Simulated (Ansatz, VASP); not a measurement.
Na: VASP beside Ansatz

File INCAR:

```
  PREC = Accurate
  ENCUT = 520
  EDIFF = 1E-7
  ISMEAR = -1
  SIGMA = 0.1
  LREAL = False
  LASPH = True
  NELM = 60
  ALGO = Normal
  ISIF = 2
  LWAVE = False
  LCHARG = False
  GGA = RP
  NBANDS = 10
```

KPOINTS

```
regular mesh
0
Gamma
  11 11 11
```

The input POSCAR:

```
Na
1.0
    0.0000000000      2.7734402721      2.7734402721
    2.7734402721      0.0000000000      2.7734402721
    2.7734402721      2.7734402721      0.0000000000
Na
1
Direct
    0.0000000000      0.0000000000      0.0000000000
```

Input for Ansatz:

```yaml
crystal:
  lattice:
    - [0.0, 2.7734402721, 2.7734402721]
    - [2.7734402721, 0.0, 2.7734402721]
    - [2.7734402721, 2.7734402721, 0.0]
  atoms:
    - { symbol: Na, position: [0.0, 0.0, 0.0] }
hamiltonian:
  xc: rpbe
  pseudopotentials:
    kind: paw
    azcp:
      Na: "pseudopotentials/Na.paw.azcp"
basis:
  ecutwfc: 420
  fft_grid_basis: typed
kpoints:
  mp_grid: { grid: [11, 11, 11], shift: [0, 0, 0] }
magnetization:
  spin_polarized: false
scf:
  occupations: { method: fermi_dirac, width: 0.1 }
  lower_state_search: "off"
output:
  stress: true
```

Alike in both runs: task single point; functional RPBE; k mesh 11 × 11 × 11; occupations fermi-dirac, width 0.1 eV; no spin polarisation.

```csv
,VASP,Ansatz
version,VASP 6.6.1,Ansatz 0.2.0
potentials or method,"VASP PAW PBE potentials, release 64 (Na_pv), cutoff 520 eV","plane waves (420 eV) with PAW, scalar-relativistic"
valence electrons in the cell,7,9
```

|  | VASP | Ansatz | Ansatz less VASP |
| --- | --- | --- | --- |
| pressure (GPa) | -0.5 | -0.4 | +0.01 |

VASP's potentials were made for PBE, not for RPBE. VASP's potentials hold 7 valence electrons a cell and Ansatz's 9, so a difference there can come from the potentials and not from the codes.
